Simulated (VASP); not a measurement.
Here is a VASP 6.6.1 calculation.

File INCAR:

```
SYSTEM = ScNb
ALGO = Normal
EDIFF = 1E-6
ENCUT = 520
GGA = PE
ISIF = 2
ISMEAR = -1
ISPIN = 2
LASPH = .TRUE.
LCHARG = .FALSE.
LMAXMIX = 4
LORBIT = 11
LREAL = .FALSE.
LWAVE = .FALSE.
MAGMOM = 0.2 0.2
NBANDS = 23
NELM = 150
NUPDOWN = 0.4
PREC = Accurate
SIGMA = 0.08
```

Contents of KPOINTS:

```
k-points
0
G
  14 14 8
  0 0 0
```

The input POSCAR:

```
ScNb
1.0
    3.0656443612      0.0000000000      0.0000000000
   -1.5328221806      2.6549258957      0.0000000000
    0.0000000000      0.0000000000      5.0721940000
Sc Nb
1 1
Direct
    0.0000000000      0.0000000000      0.0000000000
    0.3333333333      0.6666666667      0.5000000000
```

Potentials or basis: VASP PAW PBE potentials, release 64 (Sc_sv, Nb_sv).

The run is started by

```console
$ cat potpaw_PBE.64/Sc_sv/POTCAR potpaw_PBE.64/Nb_sv/POTCAR > POTCAR
$ mpirun -np 1 vasp_std > vasp.out
```

**Question.** What does it give for the pressure?

**Answer.** -0.2 GPa.

Stress tensor (GPa, compression positive):
```
 0.00  0.00  0.00
 0.00  0.00  0.00
 0.00  0.00 -0.49
```

Caveat: the total moment is fixed, so each spin has its own Fermi level and the state may be an excited one.
